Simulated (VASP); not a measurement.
# CdF2 (R-3m) in VASP: notebook

The runs below take CdF2 through single point, with PBE.

All numbers are computed with VASP 6.6.1; they aren't measurements. Logs are shortened: lines on timing, memory, paths and dates and some standing lists are left out, and cuts for length are marked.

## (1) The cell of the first run

Symmetry: R-3m, No. 166, trigonal system. The conventional cell has a = 4.022 Å, b = 4.022 Å, c = 8.374 Å, α = 90.00°, β = 90.00°, γ = 120.00°. Cd (site symmetry -3m) has 8 F at 2.09 to 2.42 Å within 2.8 Å. F (site symmetry 3m) has 4 Cd at 2.09 to 2.42 Å and 6 F at 2.71 Å within 2.8 Å.

## (2) Single point, PBE

Contents of INCAR:

```
ALGO     = Normal         # electronic algorithm
EDIFF    = 1E-6           # SCF threshold, eV
ENCUT    = 520            # plane-wave cutoff, eV
GGA      = PE             # functional
ISIF     = 2              # what is computed and relaxed
ISMEAR   = 0              # smearing method
LASPH    = True           # aspherical terms in the spheres
LCHARG   = False          # write CHGCAR
LREAL    = False          # projectors in reciprocal space
LWAVE    = False          # write WAVECAR
NBANDS   = 20             # bands
NELM     = 60             # most SCF steps
PREC     = Accurate       # precision mode
SIGMA    = 0.05           # smearing width, eV
```

Contents of KPOINTS:

```
k-points
0
Gamma
  8 8 8
```

Contents of POSCAR:

```
CdF2
1.0
   -0.2843967415      2.5595706737      2.5595706737
    2.5595706737     -0.2843967415      2.5595706737
    2.5595706737      2.5595706737     -0.2843967415
Cd F
1 2
Direct
    0.0000000000      0.0000000000      0.0000000000
    0.2500000000      0.2500000000      0.2500000000
    0.7500000000      0.7500000000      0.7500000000
```

Potentials or basis: VASP PAW PBE potentials, release 64 (Cd, F).

Launch:

```
cat potpaw_PBE.64/Cd/POTCAR potpaw_PBE.64/F/POTCAR > POTCAR
mpirun -np 1 vasp_std > vasp.out
```

OUTCAR:

```text
EDIFF = 1E-6
   ENCUT = 520
   GGA = PE
   ISIF = 2
   ISMEAR = 0
   LASPH = True
   LREAL = False
   NELM = 60
   PREC = Accurate

 ion  position               nearest neighbor table
   1  0.000  0.000  0.000-   2 2.09   3 2.09   3 2.42   3 2.42   3 2.42   2 2.42   2 2.42   2 2.42

   2  0.250  0.250  0.250-   1 2.09   1 2.42   1 2.42   1 2.42
   3  0.750  0.750  0.750-   1 2.09   1 2.42   1 2.42   1 2.42

  LATTYP: Found a trigonal (rhomboedric) cell.
 ALAT       =     3.6309345318
 COS(alpha) =     0.3865030675

  Lattice vectors:

 A1 = (  -0.2843967415,   2.5595706737,   2.5595706737)
 A2 = (   2.5595706737,  -0.2843967415,   2.5595706737)
 A3 = (   2.5595706737,   2.5595706737,  -0.2843967415)

Analysis of symmetry for initial positions (statically):
=====================================================================
 Subroutine PRICEL returns:
 Original cell was already a primitive cell.

 Routine SETGRP: Setting up the symmetry group for a
 trigonal (rhombohedral) supercell.

 Subroutine GETGRP returns: Found 12 space group operations
 (whereof 12 operations were pure point group operations)
 out of a pool of 12 trial point group operations.

The static configuration has the point symmetry D_3d.

Analysis of symmetry for dynamics (positions and initial velocities):
=====================================================================
 Subroutine PRICEL returns:
 Original cell was already a primitive cell.

 Routine SETGRP: Setting up the symmetry group for a
 trigonal (rhombohedral) supercell.

 Subroutine GETGRP returns: Found 12 space group operations
 (whereof 12 operations were pure point group operations)
 out of a pool of 12 trial point group operations.

The dynamic configuration has the point symmetry D_3d.

 Subroutine INISYM returns: Found 12 space group operations
 (whereof 12 operations are pure point group operations),
 and found     1 'primitive' translations

----------------------------------------------------------------------------------------

                                     Primitive cell

  volume of cell :      39.1041

  direct lattice vectors                    reciprocal lattice vectors
    -0.284396741  2.559570674  2.559570674    -0.165468927  0.186152542  0.186152542
     2.559570674 -0.284396741  2.559570674     0.186152542 -0.165468927  0.186152542
     2.559570674  2.559570674 -0.284396741     0.186152542  0.186152542 -0.165468927

  length of vectors
     3.630934532  3.630934532  3.630934532     0.310942927  0.310942927  0.310942927

  position of ions in fractional coordinates (direct lattice)
     0.000000000  0.000000000  0.000000000
     0.250000000  0.250000000  0.250000000
     0.750000000  0.750000000  0.750000000

  ion indices of the primitive-cell ions
   primitive index   ion index
                 1           1
                 2           2
                 3           3

----------------------------------------------------------------------------------------

 KPOINTS: k-points

Automatic generation of k-mesh.
 Grid dimensions read from file:
 generate k-points for:    8    8    8

 Generating k-lattice:

  Cartesian coordinates                     Fractional coordinates (reciprocal lattice)
    -0.020683616  0.023269068  0.023269068     0.125000000  0.000000000 -0.000000000
     0.023269068 -0.020683616  0.023269068     0.000000000  0.125000000 -0.000000000
     0.023269068  0.023269068 -0.020683616     0.000000000  0.000000000  0.125000000

  Length of vectors
     0.038867866  0.038867866  0.038867866

  Shift w.r.t. Gamma in fractional coordinates (k-lattice)
     0.000000000  0.000000000  0.000000000

 Subroutine IBZKPT returns following result:
 ===========================================

 Found     65 irreducible k-points:

 Following reciprocal coordinates:
            Coordinates               Weight
  0.000000  0.000000  0.000000      1.000000
  0.125000  0.000000 -0.000000      6.000000
  0.250000  0.000000 -0.000000      6.000000
  0.375000  0.000000 -0.000000      6.000000
  0.500000  0.000000 -0.000000      3.000000
  0.125000  0.125000 -0.000000      6.000000
[... 16 lines left out ...]
  0.250000  0.125000  0.125000      6.000000
  0.375000  0.125000  0.125000      6.000000
 [... further k-points ...]
   k-points           NKPTS =     65   k-points in BZ     NKDIM =     65   number of bands    NBANDS=     20
   number of dos      NEDOS =    301   number of ions     NIONS =      3
   total plane-waves  NPLWV =  21952
   dimension x,y,z NGX =    28 NGY =   28 NGZ =   28
   dimension x,y,z NGXF=    56 NGYF=   56 NGZF=   56
   ions per type =               1   2
   NGX,Y,Z   is equivalent  to a cutoff of  12.82, 12.82, 12.82 a.u.
   NGXF,Y,Z  is equivalent  to a cutoff of  25.64, 25.64, 25.64 a.u.
 SYSTEM =  unknown system
   PREC   = accura    normal or accurate (medium, high low for compatibility)
   ISTART =      0    job   : 0-new  1-cont  2-samecut
   ICHARG =      2    charge: 1-file 2-atom 10-const
   ISPIN  =      1    spin polarized calculation?
   LNONCOLLINEAR =      F non collinear calculations
   LSORBIT =      F    spin-orbit coupling
   LASPH  =      T    aspherical Exc in radial PAW
   ENCUT  =  520.0 eV  38.22 Ry    6.18 a.u.   6.75  6.75  6.75*2*pi/ulx,y,z
   NELM   =     60;   NELMIN=  2; NELMDL= -5     # of ELM steps
   EDIFF  = 0.1E-05   stopping-criterion for ELM
   LREAL  =      F    real-space projection
   EDIFFG = 0.1E-04   stopping-criterion for IOM
   NSW    =      0    number of steps for IOM
   IBRION =     -1    ionic relax: 0-MD 1-quasi-New 2-CG
   NFREE  =      0    steps in history (QN), initial steepest desc. (CG)
   ISIF   =      2    stress and relaxation
   ISYM   =      2    0-nonsym 1-usesym 2-fastsym
   POTIM  = 0.5000    time-step for ionic-motion
   TEBEG  =    0.0;   TEEND  =   0.0 temperature during run
   PSTRESS=    0.0 pullay stress
   NELECT =      26.0000    total number of electrons
   NUPDOWN=      -1.0000    fix difference up-down
   EMIN   =  10.00;   EMAX   =-10.00  energy-range for DOS
   EFERMI =   0.00;   METHOD = LEGACY
   ISMEAR =     0;   SIGMA  =   0.05  broadening in eV -4-tet -1-fermi 0-gaus
   EFERMI_NEDOS =   21; number of points for ismear=-14 and -15
   IALGO  =     38    algorithm
   IMIX   =      4    mixing-type and parameters
     AMIX     =   0.40;   BMIX     =  1.00
     AMIX_MAG =   1.60;   BMIX_MAG =  1.00
  volume/ion in A,a.u.               =      13.03        87.96
  Fermi-wavevector in a.u.,A,eV,Ry     =   1.428867  2.700166 27.778468  2.041660
  Thomas-Fermi vector in A             =   2.548882
   LORBIT       =      0    0 simple, 1 ext, 2 COOP (PROOUT), +10 PAW based schemes
   GGA     = PE    functional components
   LHFCALC =     F    Hartree Fock is set to
   AEXX    =    0.0000 exact exchange contribution
   IVDW    =     0    specifies the selected vdW correction
   LEPSILON=     F    determine dielectric tensor
   LRPA    =     F    only Hartree local field effects (RPA)
 non-spin polarized calculation
 Gauss-broadening in eV      SIGMA  =   0.05
  energy-cutoff  :      520.00
  volume of cell :       39.10
 maximum number of plane-waves:      1064
   NGX = 13   NGY = 13   NGZ = 13

 number of electron      26.0000000 magnetization

 Free energy of the ion-electron system (eV)
  ---------------------------------------------------
  ext. energy  EPLUGINS =         0.00000000
  ---------------------------------------------------
  free energy    TOTEN  =       -10.65807195 eV

  energy without entropy =      -10.65807195  energy(sigma->0) =      -10.65807195

 E-fermi :  -0.9231     XC(G=0): -10.3959

 val. band max:       -1.1652938764   @ k =   0.5000   0.5000  -0.0000
 cond. band min:       1.9645803152   @ k =   0.0000   0.0000   0.0000
 fundamental gap:      3.1298741916
 Fermi energy:        -0.9230999130

 k-point     1 :       0.0000    0.0000    0.0000
  band No.  band energies     occupation
      1     -22.2286      2.00000
      2     -21.1455      2.00000
      3      -7.2113      2.00000
      4      -6.9270      2.00000
      5      -6.9270      2.00000
      6      -5.7040      2.00000
[... 12 lines left out ...]
     19      18.8485      0.00000
     20      18.8485      0.00000

 k-point     2 :       0.1250    0.0000   -0.0000
  band No.  band energies     occupation
      1     -22.1832      2.00000
      2     -21.1866      2.00000
      3      -7.1537      2.00000
      4      -6.8847      2.00000
      5      -6.7799      2.00000
      6      -5.7199      2.00000
[... 12 lines left out ...]
     19      18.2499      0.00000
     20      18.7545      0.00000

 k-point     3 :       0.2500    0.0000   -0.0000
  band No.  band energies     occupation
      1     -22.0569      2.00000
      2     -21.3008      2.00000
      3      -7.0237      2.00000
      4      -6.7884      2.00000
      5      -6.3702      2.00000
      6      -5.7383      2.00000
[... 12 lines left out ...]
     19      17.9025      0.00000
     20      18.6225      0.00000

 k-point     4 :       0.3750    0.0000   -0.0000
  band No.  band energies     occupation
      1     -21.8810      2.00000
      2     -21.4634      2.00000
      3      -6.9058      2.00000
      4      -6.7073      2.00000
      5      -5.8544      2.00000
      6      -5.7168      2.00000
[... 12 lines left out ...]
     19      17.4802      0.00000
     20      18.4668      0.00000

 k-point     5 :       0.5000    0.0000   -0.0000
  band No.  band energies     occupation
      1     -21.7337      2.00000
      2     -21.6039      2.00000
      3      -6.8628      2.00000
      4      -6.6805      2.00000
      5      -5.7320      2.00000
      6      -5.6916      2.00000
[... 12 lines left out ...]
     19      17.1971      0.00000
     20      18.4303      0.00000
[... 353 lines left out ...]
      6      -5.5460      2.00000
[... 12 lines left out ...]
     19      17.9164      0.00000
     20      19.2085      0.00000

 k-point    22 :       0.1250    0.1250    0.1250
  band No.  band energies     occupation
      1     -22.1628      2.00000
      2     -21.2009      2.00000
      3      -7.0145      2.00000
      4      -6.8173      2.00000
      5      -6.8173      2.00000
      6      -5.7676      2.00000
[... 12 lines left out ...]
     19      17.9001      0.00000
     20      17.9815      0.00000

 k-point    23 :       0.2500    0.1250    0.1250
  band No.  band energies     occupation
      1     -22.0808      2.00000
      2     -21.2712      2.00000
      3      -6.9029      2.00000
      4      -6.7287      2.00000
      5      -6.5498      2.00000
      6      -5.8510      2.00000
[... 12 lines left out ...]
     19      17.4184      0.00000
     20      19.2482      0.00000

 k-point    24 :       0.3750    0.1250    0.1250
  band No.  band energies     occupation
      1     -21.9368      2.00000
      2     -21.3997      2.00000
      3      -6.8199      2.00000
      4      -6.6138      2.00000
      5      -6.0508      2.00000
      6      -5.8853      2.00000
[... 12 lines left out ...]
     19      16.6424      0.00000
     20      19.9401      0.00000

 [... further k-points ...]

------------------------ aborting loop because EDIFF is reached ----------------------------------------

  FORCE on cell =-STRESS in cart. coord.  units (eV):
  Direction    XX          YY          ZZ          XY          YZ          ZX
  --------------------------------------------------------------------------------------
  -------------------------------------------------------------------------------------
  Total        2.6214222      2.6214222      2.6214222      1.4835016      1.4835016      1.4835016
  in kB      107.4050719    107.4050719    107.4050719     60.7821197     60.7821197     60.7821197
  external PRESSURE =     107.4050719 kB  Pullay stress =       0.0000000 kB

 VOLUME and BASIS-vectors are now :
 -----------------------------------------------------------------------------
  energy-cutoff  :      520.00
  volume of cell :       39.10
      direct lattice vectors                 reciprocal lattice vectors
    -0.284396741  2.559570674  2.559570674    -0.165468927  0.186152542  0.186152542
     2.559570674 -0.284396741  2.559570674     0.186152542 -0.165468927  0.186152542
     2.559570674  2.559570674 -0.284396741     0.186152542  0.186152542 -0.165468927

 POSITION                                       TOTAL-FORCE (eV/Angst)
 -----------------------------------------------------------------------------------
      0.00000      0.00000      0.00000         0.000000      0.000000      0.000000
      1.20869      1.20869      1.20869         0.583768      0.583768      0.583768
      3.62606      3.62606      3.62606        -0.583768     -0.583768     -0.583768
 -----------------------------------------------------------------------------------
    total drift:                                0.000000      0.000000      0.000000

  FREE ENERGIE OF THE ION-ELECTRON SYSTEM (eV)
  ---------------------------------------------------
  free  energy   TOTEN  =       -10.6580719520 eV

  energy  without entropy=      -10.6580719520  energy(sigma->0) =      -10.65807195
```

Run time: 29 s. Hardware: 1 thread of Intel Xeon Platinum 8488C (Sapphire Rapids), shared host; peak memory 0.18 GiB.

Results:

```yaml
Free_energy: -10.6581 eV
Pressure: 10.7 GPa
Largest_force: 1.011 eV/Å
Band_gap_on_the_k_mesh: 3.13 eV (least direct gap 3.36 eV)
```

Forces in eV/Å, atoms in the order of the input:
```
Cd   0.000  0.000  0.000
F    0.584  0.584  0.584
F   -0.584 -0.584 -0.584
```

Levels at points of the mesh, in eV from the valence-band top:
| k point | band 10 | band 11 | band 12 | band 13 | band 14 | band 15 | band 16 | band 17 |
| --- | --- | --- | --- | --- | --- | --- | --- | --- |
| (0.00, 0.00, 0.00) | -1.01 | -0.86 | -0.86 | -0.23 | 3.13 | 11.63 | 11.63 | 15.17 |
| (0.50, 0.00, 0.00) | -2.09 | -1.86 | -0.57 | -0.18 | 6.96 | 8.81 | 13.54 | 16.06 |
| (0.50, 0.50, 0.00) | -2.99 | -0.78 | -0.45 | 0.00 | 8.09 | 9.46 | 11.88 | 13.16 |
| (0.50, 0.50, 0.50) | -2.17 | -2.17 | -0.89 | -0.89 | 7.96 | 9.77 | 13.53 | 13.53 |

Caveat: the cell stands under pressure; forces of over 1 eV/Å act on the atoms, so gaps and moduli don't describe the material at rest. A k mesh can miss the band edges.

(Part 1 of 3 ends here.)
